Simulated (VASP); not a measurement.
# Be in VASP: a series of runs

Be is run at these levels: PBE; tasks: single point.

Everything below comes from runs of VASP 6.6.1. Logs are shortened: lines on timing, memory, paths and dates and some standing lists are left out, and cuts for length are marked.

**1. The cell of the first run**

The cell holds a slab with vacuum, 13 atoms: a = 4.580 Å, b = 4.580 Å, c = 15.588 Å, α = 90.00°, β = 90.00°, γ = 60.00°.

**2. Single point, PBE**

The input, INCAR:

```
SYSTEM = Be
  PREC = Accurate
  ENCUT = 520
  EDIFF = 1E-7
  ISMEAR = 0
  SIGMA = 0.15
  LREAL = .False.
  LASPH = .True.
  NELM = 60
  ALGO = Normal
  ISIF = 2
  LWAVE = .False.
  LCHARG = .False.
  GGA = PE
  NBANDS = 25
```

The input, KPOINTS:

```
regular mesh
0
Gamma
  5 5 1
  0 0 0
```

The input, POSCAR:

```
Be
1.0
    4.5800000000      0.0000000000      0.0000000000
    2.2900000000      3.9663960000      0.0000000000
    0.0000000000      0.0000000000     15.5884300000
Be
13
Direct
    0.0000000000      0.0000000000      0.0641500780
    0.5000000000      0.0000000000      0.0641500780
    0.0000000000      0.5000000000      0.0641500780
    0.5000000000      0.5000000000      0.0641500780
   -0.1729542814      0.3369456807      0.1816715987
    0.3362116181      0.3324221787      0.1832270472
   -0.1670655763      0.8337228557      0.1809660113
    0.3365338974      0.8314230349      0.1830495438
   -0.0022344807      0.0082379571      0.2934095993
    0.5052464805     -0.0036746205      0.3043096065
   -0.0027393472      0.4944498734      0.2942477851
    0.4866629459      0.5052972522      0.3148649351
    0.9150484312     -0.2036584345      0.3956649900
```

Potentials or basis: VASP PAW PBE potentials, release 64 (Be).

Command:

```sh
> cat potpaw_PBE.64/Be/POTCAR > POTCAR
> mpirun -np 1 vasp_std > vasp.out
```

OUTCAR:

```text
SYSTEM = Be
   PREC = Accurate
   ENCUT = 520
   EDIFF = 1E-7
   ISMEAR = 0
   LREAL = .False.
   LASPH = .True.
   NELM = 60
   ISIF = 2
   GGA = PE

 ion  position               nearest neighbor table
   1  0.000  0.000  0.064-   7 2.25   5 2.27   8 2.28   3 2.29   3 2.29   4 2.29   4 2.29   2 2.29
                             2 2.29
   2  0.500  0.000  0.064-   7 2.25   8 2.27   6 2.28   4 2.29   3 2.29   4 2.29   3 2.29   1 2.29
                             1 2.29
   3  0.000  0.500  0.064-   7 2.25   5 2.27   6 2.29   1 2.29   1 2.29   2 2.29   2 2.29   4 2.29
                             4 2.29
   4  0.500  0.500  0.064-   5 2.24   8 2.27   6 2.27   2 2.29   1 2.29   2 2.29   1 2.29   3 2.29
                             3 2.29
   5  0.827  0.337  0.182-   9 2.18  11 2.18   4 2.24   8 2.26   6 2.26   3 2.27   1 2.27   7 2.29
                             7 2.29   6 2.32   8 2.32
   6  0.336  0.332  0.183-  11 2.19   5 2.26   4 2.27   2 2.28   7 2.28   3 2.29   8 2.29   8 2.29
                             7 2.30  10 2.31   5 2.32
   7  0.833  0.834  0.181-   9 2.21  11 2.22   2 2.25   1 2.25   3 2.25   8 2.28   6 2.28   5 2.29
                             5 2.29   6 2.30   8 2.30  10 2.32
   8  0.337  0.831  0.183-   9 2.18   5 2.26   4 2.27   2 2.27   7 2.28   1 2.28   6 2.29   6 2.29
                             7 2.30  10 2.31   5 2.32
   9  0.998  0.008  0.293-  13 2.00   5 2.18   8 2.18   7 2.21  11 2.23  10 2.29  12 2.30  10 2.30
                            12 2.33  11 2.35
  10  0.505  0.996  0.304-  13 2.16  11 2.28   9 2.29  12 2.30  12 2.30   9 2.30   8 2.31  11 2.31
                             6 2.31   7 2.32
  11  0.997  0.494  0.294-  13 2.01   5 2.18   6 2.19   7 2.22   9 2.23  10 2.28  12 2.29  10 2.31
                            12 2.34   9 2.35
  12  0.487  0.505  0.315-  11 2.29  10 2.30   9 2.30  10 2.30   9 2.33  11 2.34
  13  0.915  0.796  0.396-   9 2.00  11 2.01  10 2.16

  LATTYP: Found a hexagonal cell.
 ALAT       =     4.5799996975
 C/A-ratio  =     3.4035875611

  Lattice vectors:

 A1 = (  -2.2900000000,  -3.9663960000,   0.0000000000)
 A2 = (   4.5800000000,   0.0000000000,   0.0000000000)
 A3 = (   0.0000000000,   0.0000000000,  15.5884300000)

Analysis of symmetry for initial positions (statically):
=====================================================================
 Subroutine PRICEL returns:
 Original cell was already a primitive cell.

 Routine SETGRP: Setting up the symmetry group for a
 hexagonal supercell.

 Subroutine GETGRP returns: Found  1 space group operations
 (whereof  1 operations were pure point group operations)
 out of a pool of 24 trial point group operations.

The static configuration has the point symmetry C_1 .

Analysis of symmetry for dynamics (positions and initial velocities):
=====================================================================
 Subroutine PRICEL returns:
 Original cell was already a primitive cell.

 Routine SETGRP: Setting up the symmetry group for a
 hexagonal supercell.

 Subroutine GETGRP returns: Found  1 space group operations
 (whereof  1 operations were pure point group operations)
 out of a pool of 24 trial point group operations.

The dynamic configuration has the point symmetry C_1 .

 Subroutine INISYM returns: Found  1 space group operations
 (whereof  1 operations are pure point group operations),
 and found     1 'primitive' translations

----------------------------------------------------------------------------------------

                                     Primitive cell

  volume of cell :     283.1809

  direct lattice vectors                    reciprocal lattice vectors
     4.580000000  0.000000000  0.000000000     0.218340611 -0.126059022  0.000000000
     2.290000000  3.966396000  0.000000000     0.000000000  0.252118044  0.000000000
     0.000000000  0.000000000 15.588430000     0.000000000  0.000000000  0.064150142

  length of vectors
     4.580000000  4.579999697 15.588430000     0.252118027  0.252118044  0.064150142

  position of ions in fractional coordinates (direct lattice)
     0.000000000  0.000000000  0.064150078
     0.500000000  0.000000000  0.064150078
     0.000000000  0.500000000  0.064150078
     0.500000000  0.500000000  0.064150078
     0.827045719  0.336945681  0.181671599
     0.336211618  0.332422179  0.183227047
     0.832934424  0.833722856  0.180966011
[... 38 lines left out ...]
  Length of vectors
     0.050423605  0.050423609  0.064150142

  Shift w.r.t. Gamma in fractional coordinates (k-lattice)
     0.000000000  0.000000000  0.000000000

 Subroutine IBZKPT returns following result:
 ===========================================

 Found     13 irreducible k-points:

 Following reciprocal coordinates:
            Coordinates               Weight
  0.000000  0.000000  0.000000      1.000000
  0.200000 -0.000000  0.000000      2.000000
  0.200000  0.200000  0.000000      2.000000
  0.000000  0.200000  0.000000      2.000000
  0.400000 -0.000000  0.000000      2.000000
  0.400000  0.400000  0.000000      2.000000
  0.000000  0.400000  0.000000      2.000000
  0.400000  0.200000  0.000000      2.000000
  0.200000  0.400000  0.000000      2.000000
 -0.200000  0.200000  0.000000      2.000000
 -0.400000  0.200000  0.000000      2.000000
  0.400000 -0.400000  0.000000      2.000000
 -0.200000  0.400000  0.000000      2.000000
   k-points           NKPTS =     13   k-points in BZ     NKDIM =     13   number of bands    NBANDS=     25
   number of dos      NEDOS =    301   number of ions     NIONS =     13
   total plane-waves  NPLWV = 155520
   dimension x,y,z NGX =    36 NGY =   36 NGZ =  120
   dimension x,y,z NGXF=    72 NGYF=   72 NGZF=  240
   ions per type =              13
   NGX,Y,Z   is equivalent  to a cutoff of  13.07, 13.07, 12.80 a.u.
   NGXF,Y,Z  is equivalent  to a cutoff of  26.13, 26.13, 25.60 a.u.
 SYSTEM =  Be
   PREC   = accura    normal or accurate (medium, high low for compatibility)
   ISTART =      0    job   : 0-new  1-cont  2-samecut
   ICHARG =      2    charge: 1-file 2-atom 10-const
   ISPIN  =      1    spin polarized calculation?
   LNONCOLLINEAR =      F non collinear calculations
   LSORBIT =      F    spin-orbit coupling
   LASPH  =      T    aspherical Exc in radial PAW
   ENCUT  =  520.0 eV  38.22 Ry    6.18 a.u.   8.52  8.52 28.98*2*pi/ulx,y,z
   NELM   =     60;   NELMIN=  2; NELMDL= -5     # of ELM steps
   EDIFF  = 0.1E-06   stopping-criterion for ELM
   LREAL  =      F    real-space projection
   EDIFFG = 0.1E-05   stopping-criterion for IOM
   NSW    =      0    number of steps for IOM
   IBRION =     -1    ionic relax: 0-MD 1-quasi-New 2-CG
   NFREE  =      0    steps in history (QN), initial steepest desc. (CG)
   ISIF   =      2    stress and relaxation
   ISYM   =      2    0-nonsym 1-usesym 2-fastsym
   POTIM  = 0.5000    time-step for ionic-motion
   TEBEG  =    0.0;   TEEND  =   0.0 temperature during run
   PSTRESS=    0.0 pullay stress
   NELECT =      26.0000    total number of electrons
   NUPDOWN=      -1.0000    fix difference up-down
   EMIN   =  10.00;   EMAX   =-10.00  energy-range for DOS
   EFERMI =   0.00;   METHOD = LEGACY
   ISMEAR =     0;   SIGMA  =   0.15  broadening in eV -4-tet -1-fermi 0-gaus
   EFERMI_NEDOS =   21; number of points for ismear=-14 and -15
   IALGO  =     38    algorithm
   IMIX   =      4    mixing-type and parameters
     AMIX     =   0.40;   BMIX     =  1.00
     AMIX_MAG =   1.60;   BMIX_MAG =  1.00
  volume/ion in A,a.u.               =      21.78       147.00
  Fermi-wavevector in a.u.,A,eV,Ry     =   0.738547  1.395651  7.421315  0.545451
  Thomas-Fermi vector in A             =   1.832495
   LORBIT       =      0    0 simple, 1 ext, 2 COOP (PROOUT), +10 PAW based schemes
   GGA     = PE    functional components
   LHFCALC =     F    Hartree Fock is set to
   AEXX    =    0.0000 exact exchange contribution
   IVDW    =     0    specifies the selected vdW correction
   LEPSILON=     F    determine dielectric tensor
   LRPA    =     F    only Hartree local field effects (RPA)
 non-spin polarized calculation
 Gauss-broadening in eV      SIGMA  =   0.15
  energy-cutoff  :      520.00
  volume of cell :      283.18
 maximum number of plane-waves:      7731
 NGX is ok and might be reduce to    36
   NGX = 17   NGY = 17   NGZ = 57

 number of electron      26.0000000 magnetization

 Free energy of the ion-electron system (eV)
  ---------------------------------------------------
  ext. energy  EPLUGINS =         0.00000000
  ---------------------------------------------------
  free energy    TOTEN  =       -43.44374296 eV

  energy without entropy =      -43.41787942  energy(sigma->0) =      -43.43081119

 E-fermi :  -0.1491     XC(G=0):  -5.3639

 val. band max:       -0.2120029134   @ k =   0.4000  -0.0000   0.0000
 cond. band min:      -0.0568278791   @ k =   0.4000   0.4000   0.0000
 fundamental gap:      0.1551750343
 Fermi energy:        -0.1491427700

 k-point     1 :       0.0000    0.0000    0.0000
  band No.  band energies     occupation
      1     -10.0124      2.00000
      2      -8.0716      2.00000
      3      -5.4319      2.00000
      4      -3.8026      2.00000
      5      -3.7979      2.00000
      6      -3.7704      2.00000
[... 353 lines left out ...]
     24       5.7720      0.00000
     25       5.8455      0.00000

------------------------ aborting loop because EDIFF is reached ----------------------------------------

  FORCE on cell =-STRESS in cart. coord.  units (eV):
  Direction    XX          YY          ZZ          XY          YZ          ZX
  --------------------------------------------------------------------------------------
  -------------------------------------------------------------------------------------
  Total      -10.0519348     -9.1688148      0.0357985      0.8483812     -0.0092602      0.0626316
  in kB      -56.8717144    -51.8752086      0.2025405      4.7999608     -0.0523923      0.3543565
  external PRESSURE =     -36.1814608 kB  Pullay stress =       0.0000000 kB

 VOLUME and BASIS-vectors are now :
 -----------------------------------------------------------------------------
  energy-cutoff  :      520.00
  volume of cell :      283.18
      direct lattice vectors                 reciprocal lattice vectors
     4.580000000  0.000000000  0.000000000     0.218340611 -0.126059022  0.000000000
     2.290000000  3.966396000  0.000000000     0.000000000  0.252118044  0.000000000
     0.000000000  0.000000000 15.588430000     0.000000000  0.000000000  0.064150142

 POSITION                                       TOTAL-FORCE (eV/Angst)
 -----------------------------------------------------------------------------------
      0.00000      0.00000      1.00000         0.061868      0.020440     -0.057519
      2.29000      0.00000      1.00000        -0.076272      0.048028      0.024375
      1.14500      1.98320      1.00000         0.016428     -0.063241     -0.048169
      3.43500      1.98320      1.00000        -0.006057      0.003667      0.060329
      4.55947      1.33646      2.83197        -0.002819     -0.004308     -0.002689
      2.30110      1.31852      2.85622        -0.002698     -0.004210      0.008172
      5.72407      3.30687      2.82098        -0.005615     -0.006605     -0.002929
      3.44528      3.29775      2.85346        -0.003529     -0.006895     -0.002833
      4.58863      0.03268      4.57380         0.007935      0.012002      0.004083
      4.59561      3.95182      4.74371        -0.002445      0.020136      0.003633
      5.69974      1.96118      4.58686        -0.007260     -0.018609      0.003231
      3.38605      2.00421      4.90825         0.007465      0.014419      0.003452
      6.01454      3.15861      6.16780         0.013000     -0.014823      0.006863
 -----------------------------------------------------------------------------------
    total drift:                               -0.000001     -0.000000      0.000001

  FREE ENERGIE OF THE ION-ELECTRON SYSTEM (eV)
  ---------------------------------------------------
  free  energy   TOTEN  =       -43.4437429560 eV

  energy  without entropy=      -43.4178794175  energy(sigma->0) =      -43.43081119
```

It took 4.1 min on 1 thread of AMD EPYC 7R43 (Zen 3), shared host; peak memory 0.35 GiB.

Results:

```
Free energy            : -43.4437 eV
Largest force          : 0.093 eV/Å
Band gap on the k mesh : 0.16 eV, indirect (least direct gap 0.22 eV)
```

Forces on the atoms (eV/Å):
```
Be   0.062  0.020 -0.058
Be  -0.076  0.048  0.024
Be   0.016 -0.063 -0.048
Be  -0.006  0.004  0.060
Be  -0.003 -0.004 -0.003
Be  -0.003 -0.004  0.008
Be  -0.006 -0.007 -0.003
Be  -0.004 -0.007 -0.003
Be   0.008  0.012  0.004
Be  -0.002  0.020  0.004
Be  -0.007 -0.019  0.003
Be   0.007  0.014  0.003
Be   0.013 -0.015  0.007
```

**3. Single point, PBE**

The input, INCAR:

```
PREC = Accurate
ENCUT = 520
EDIFF = 1E-7
ISMEAR = 0
SIGMA = 0.15
LREAL = False
LASPH = True
NELM = 60
ALGO = Normal
ISIF = 2
LWAVE = False
LCHARG = False
GGA = PE
NBANDS = 25
```

The input, KPOINTS:

```
Automatic mesh
0
Gamma
  5 5 1
```

The input, POSCAR:

```
Be
1.0
    4.5800000000      0.0000000000      0.0000000000
    2.2900000000      3.9663960000      0.0000000000
    0.0000000000      0.0000000000     15.5884300000
Be
13
Direct
    0.0000000000      0.0000000000      0.0641500780
    0.5000000000      0.0000000000      0.0641500780
    0.0000000000      0.5000000000      0.0641500780
    0.5000000000      0.5000000000      0.0641500780
   -0.1747966737      0.3374693298      0.1820525864
    0.3352287216      0.3312036922      0.1832215303
   -0.1680127604      0.8341469183      0.1808593938
    0.3353246187      0.8338040377      0.1832982539
   -0.0064044109      0.0139184287      0.2930799959
    0.5080462455     -0.0040606132      0.3113564997
   -0.0065090386      0.4927669854      0.2930434303
    0.4824968303      0.5087255534      0.3108429136
    1.0000519096     -0.2500317669      0.3952235729
```

Potentials or basis: VASP PAW PBE potentials, release 64 (Be).

Command:

```sh
> cat potpaw_PBE.64/Be/POTCAR > POTCAR
> mpirun -np 1 vasp_std > vasp.out
```

OUTCAR:

```text
PREC = Accurate
   ENCUT = 520
   EDIFF = 1E-7
   ISMEAR = 0
   LREAL = False
   LASPH = True
   NELM = 60
   ISIF = 2
   GGA = PE

 ion  position               nearest neighbor table
   1  0.000  0.000  0.064-   7 2.25   5 2.27   8 2.28   3 2.29   3 2.29   4 2.29   4 2.29   2 2.29
                             2 2.29
   2  0.500  0.000  0.064-   7 2.25   6 2.27   8 2.27   4 2.29   3 2.29   4 2.29   3 2.29   1 2.29
                             1 2.29
   3  0.000  0.500  0.064-   7 2.25   5 2.27   6 2.28   1 2.29   1 2.29   2 2.29   2 2.29   4 2.29
[... 597 lines left out ...]
 -----------------------------------------------------------------------------
  energy-cutoff  :      520.00
  volume of cell :      283.18
      direct lattice vectors                 reciprocal lattice vectors
     4.580000000  0.000000000  0.000000000     0.218340611 -0.126059022  0.000000000
     2.290000000  3.966396000  0.000000000     0.000000000  0.252118044  0.000000000
     0.000000000  0.000000000 15.588430000     0.000000000  0.000000000  0.064150142

 POSITION                                       TOTAL-FORCE (eV/Angst)
 -----------------------------------------------------------------------------------
      0.00000      0.00000      1.00000         0.041258      0.036780     -0.057169
      2.29000      0.00000      1.00000        -0.076966      0.044734      0.040084
      1.14500      1.98320      1.00000        -0.011819     -0.051817     -0.058319
      3.43500      1.98320      1.00000         0.006055     -0.001251      0.050334
      4.55224      1.33854      2.83791         0.000998     -0.000633     -0.002975
      2.29380      1.31368      2.85614         0.000854     -0.003550      0.005716
      5.72070      3.30856      2.81931        -0.001663     -0.000763      0.002187
      3.44520      3.30720      2.85733         0.000068     -0.001475     -0.000462
      4.58254      0.05521      4.56866        -0.001346      0.008670      0.001486
      4.60755      3.95029      4.85356         0.001704      0.002661      0.020170
      5.67862      1.95451      4.56809        -0.007165     -0.008175      0.001657
      3.37482      2.01781      4.84555         0.002946      0.001054     -0.010391
      1.71766      2.97467      6.16092         0.045077     -0.026235      0.007681
 -----------------------------------------------------------------------------------
    total drift:                               -0.000001      0.000001     -0.000005

  FREE ENERGIE OF THE ION-ELECTRON SYSTEM (eV)
  ---------------------------------------------------
  free  energy   TOTEN  =       -43.4585003181 eV

  energy  without entropy=      -43.4333217740  energy(sigma->0) =      -43.44591105
```

Run time: 3.9 min. Hardware: 1 thread of AMD EPYC 7R43 (Zen 3), shared host; peak memory 0.36 GiB.

What came out:

```yaml
Free_energy: -43.4585 eV
Largest_force: 0.098 eV/Å
Band_gap_on_the_k_mesh: 0.14 eV, indirect (least direct gap 0.23 eV)
```

Forces in eV/Å, atoms in the order of the input:
```
Be   0.041  0.037 -0.057
Be  -0.077  0.045  0.040
Be  -0.012 -0.052 -0.058
Be   0.006 -0.001  0.050
Be   0.001 -0.001 -0.003
Be   0.001 -0.004  0.006
Be  -0.002 -0.001  0.002
Be   0.000 -0.001  0.000
Be  -0.001  0.009  0.001
Be   0.002  0.003  0.020
Be  -0.007 -0.008  0.002
Be   0.003  0.001 -0.010
Be   0.045 -0.026  0.008
```

**4. Single point, PBE**

The input, INCAR:

```
SYSTEM = Be
ALGO = Normal
EDIFF = 1E-7
ENCUT = 520
GGA = PE
ISIF = 2
ISMEAR = 0
LASPH = .TRUE.
LCHARG = .TRUE.
LELF = .TRUE.
LREAL = .FALSE.
LVHAR = .TRUE.
LWAVE = .FALSE.
NBANDS = 25
NELM = 60
PREC = Accurate
SIGMA = 0.15
```

The input, KPOINTS:

```
k-points
0
G
  5 5 1
  0 0 0
```

The input, POSCAR:

```
Be
1.0
    4.5800000000      0.0000000000      0.0000000000
    2.2900000000      3.9663960000      0.0000000000
    0.0000000000      0.0000000000     15.5884300000
Be
13
Direct
    0.0000000000      0.0000000000      0.0641500780
    0.5000000000      0.0000000000      0.0641500780
    0.0000000000      0.5000000000      0.0641500780
    0.5000000000      0.5000000000      0.0641500780
   -0.1733853311      0.3367051600      0.1830399213
    0.3341478889      0.3310120825      0.1828738366
   -0.1688325522      0.8344603010      0.1810670478
    0.3341819273      0.8349090711      0.1828986627
   -0.0071374230      0.0132394748      0.2941940914
    0.5050422388     -0.0025373160      0.3165182125
   -0.0072136925      0.4939968173      0.2941593862
    0.4919079025      0.5039938019      0.3041586613
    1.0845161964     -0.2923210390      0.3949080825
```

Command:

```sh
> cat potpaw_PBE.64/Be/POTCAR > POTCAR
> mpirun -np 1 vasp_std > vasp.out
```

Wall time 4.7 min (1 thread of AMD EPYC 7R43 (Zen 3), shared host); peak memory 0.35 GiB.

Results (log left out):

| Item | Value |
| --- | --- |
| Free energy | -43.4813 eV |
| Largest force | 0.086 eV/Å |
| Band gap on the k mesh | 0.18 eV, indirect (least direct gap 0.24 eV) |

Forces on the atoms (eV/Å):
```
Be   0.019  0.071 -0.045
Be  -0.055  0.032  0.038
Be  -0.052 -0.051 -0.045
Be   0.035 -0.020  0.029
Be   0.001 -0.001  0.000
Be   0.000 -0.001  0.002
Be  -0.001  0.000  0.003
Be   0.000  0.000  0.001
Be  -0.001  0.004  0.003
Be  -0.002  0.002  0.016
Be  -0.003 -0.003  0.005
Be   0.010 -0.004 -0.017
Be   0.049 -0.029  0.009
```

Levels at points of the mesh, in eV from the valence-band top:
| k point | band 9 | band 10 | band 11 | band 12 | band 13 | band 14 | band 15 | band 16 | band 17 | band 18 |
| --- | --- | --- | --- | --- | --- | --- | --- | --- | --- | --- |
| (0.00, 0.00, 0.00) | -2.34 | -2.25 | -1.80 | -1.76 | -1.76 | 0.25 | 0.78 | 1.54 | 2.01 | 2.83 |
